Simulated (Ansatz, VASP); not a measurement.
# One calculation of Sn, two programs

```xyz
1
Lattice="-1.9044 1.9044 1.9044 1.9044 -1.9044 1.9044 1.9044 1.9044 -1.9044" Properties=species:S:1:pos:R:3 pbc="T T T"
Sn    0.0000    0.0000    0.0000
```

Change from the starting cell: volume scaled by 1, PAW files.

Alike in both runs: task single point; functional PBE; k mesh 14 × 14 × 14; occupations fermi-dirac, width 0.1 eV; no spin polarisation.

|  | VASP | Ansatz |
| --- | --- | --- |
| version | VASP 6.6.1 | Ansatz 0.2.0 |
| potentials or method | VASP PAW PBE potentials, release 64 (Sn_d) | PAW with Ansatz's default frozen-core files, scalar-relativistic |
| plane-wave cutoff (eV) | 520 | 420 |
| valence electrons in the cell | 14 | 14 |

```csv
,VASP,Ansatz,Ansatz less VASP
pressure (GPa),0.0,0.0,+0.01
```
